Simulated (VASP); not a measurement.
Wanted: the native input for a VASP 6.6.1 run.

```yaml
Task: single point
Functional: PBE
Potentials_or_basis: VASP PAW PBE potentials, release 64 (Rh_pv)
Cutoff: 500 eV
k_mesh: 9 × 9 × 9
Occupations: fermi-dirac, width 0.1 eV
Spin: no spin polarisation
Dipole_correction: no
Further_INCAR_settings: ALGO = Normal; EDIFF = 1e-06; NBANDS = 14
```

The structure of Rh lies in POSCAR:

```
Rh
1.0
    0.0000000000      1.8935012267      1.8935012267
    1.8935012267      0.0000000000      1.8935012267
    1.8935012267      1.8935012267      0.0000000000
Rh
1
Direct
    0.0000000000      0.0000000000      0.0000000000
```

The input as run:

INCAR

```
ALGO = Normal
EDIFF = 1E-6
ENCUT = 500
GGA = PE
GGA_COMPAT = F
ISIF = 2
ISMEAR = -1
LASPH = T
LCHARG = F
LREAL = F
LWAVE = F
NBANDS = 14
NELM = 120
PREC = Accurate
SIGMA = 0.1
```

KPOINTS

```
k-points
0
Gamma
  9 9 9
```

Potentials or basis: VASP PAW PBE potentials, release 64 (Rh_pv).

Launch:

```sh
$ cat potpaw_PBE.64/Rh_pv/POTCAR > POTCAR
$ mpirun -np 1 vasp_std > vasp.out
```

Results of the run:

```json
{
 "Pressure": "10.2 GPa"
}
```

It took 6.7 s on 1 thread of Intel(R) Xeon(R) Platinum 8375C CPU @ 2.90GHz (Ice Lake), on a shared host, peak memory 0.12 GiB.
